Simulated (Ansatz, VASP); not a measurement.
# PIr: VASP beside Ansatz

The input INCAR:

```
ALGO = Normal
EDIFF = 1E-6
EDIFFG = -0.005
ENCUT = 600
GGA = PE
IBRION = 2
ISIF = 3
ISMEAR = -1
LASPH = True
LCHARG = False
LREAL = False
LWAVE = False
NELM = 60
NSW = 100
PREC = Accurate
SIGMA = 0.05
```

File KPOINTS:

```
k-points
0
Gamma
  13 13 13
```

POSCAR

```
PIr
1.0
    0.0000000000      2.3690179898      2.3690179898
    2.3690179898      0.0000000000      2.3690179898
    2.3690179898      2.3690179898      0.0000000000
Ir P
1 1
Direct
    0.0000000000      0.0000000000      0.0000000000
    0.5000000000      0.5000000000      0.5000000000
```

Input for Ansatz:

```yaml
crystal:
  lattice:
    - [0.0, 2.3690179898, 2.3690179898]
    - [2.3690179898, 0.0, 2.3690179898]
    - [2.3690179898, 2.3690179898, 0.0]
  atoms:
    - { symbol: Ir, position: [0.0, 0.0, 0.0] }
    - { symbol: P, position: [0.5, 0.5, 0.5] }
kpoints:
  mp_grid: { grid: [13, 13, 13] }
scf:
  occupations: { method: fermi_dirac, width: 0.05 }
hamiltonian:
  xc: pbe
  pseudopotentials: { kind: paw }
output:
  forces: true
  stress: true
relax:
  f_tol: 0.005
  max_steps: 80
  cell: {}
```

Alike in both runs: task relaxation of cell and atoms; functional PBE; k mesh 13 × 13 × 13; occupations fermi-dirac, width 0.05 eV; no spin polarisation.

```csv
,VASP,Ansatz
version,VASP 6.6.1,Ansatz 0.2.0
potentials or method,"VASP PAW PBE potentials, release 64 (Ir, P)","PAW with Ansatz's default frozen-core files, scalar-relativistic"
plane-wave cutoff (eV),600,420
valence electrons in the cell,14,22
```

```tsv
	VASP	Ansatz	Ansatz less VASP
relaxed volume (Å³/atom)	15.00	14.97	-0.028
relaxed length of the cell vector where the two differ most in proportion (Å)	3.488	3.486	-0.0022
```

VASP's potentials hold 14 valence electrons a cell and Ansatz's 22, so a difference there can come from the potentials and not from the codes.

Neither program's run includes spin-orbit coupling.
